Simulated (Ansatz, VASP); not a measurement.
# ZnS: VASP beside Ansatz

```
CELL_PARAMETERS angstrom
0.00000 2.68650 2.68650
2.68650 0.00000 2.68650
2.68650 2.68650 0.00000
ATOMIC_POSITIONS crystal
Zn 0.00000 0.00000 0.00000
S 0.75000 0.75000 0.75000
```

Change from the starting cell: volume scaled by 0.98, crystal datasets.

Alike in both runs: task electric field gradients; functional PBEsol; k mesh 8 × 8 × 8; occupations fermi-dirac, width 0.01 eV; no spin polarisation.

|  | VASP | Ansatz |
| --- | --- | --- |
| version | VASP 6.6.1 | Ansatz 0.2.0 |
| potentials or method | VASP PAW PBE potentials, release 64 (Zn, S), cutoff 520 eV | all-electron PAW with datasets made for the crystal, scalar-relativistic |

|  | VASP | Ansatz | Ansatz less VASP |
| --- | --- | --- | --- |
| gap on the k mesh at the Fermi level (eV) | 2.05 | 2.05 | -0.003 |
| pressure (GPa) | -0.5 | -0.7 | -0.19 |

VASP's potentials were made for PBE, not for PBEsol. Ansatz ran all-electron here, and VASP with PAW potentials.
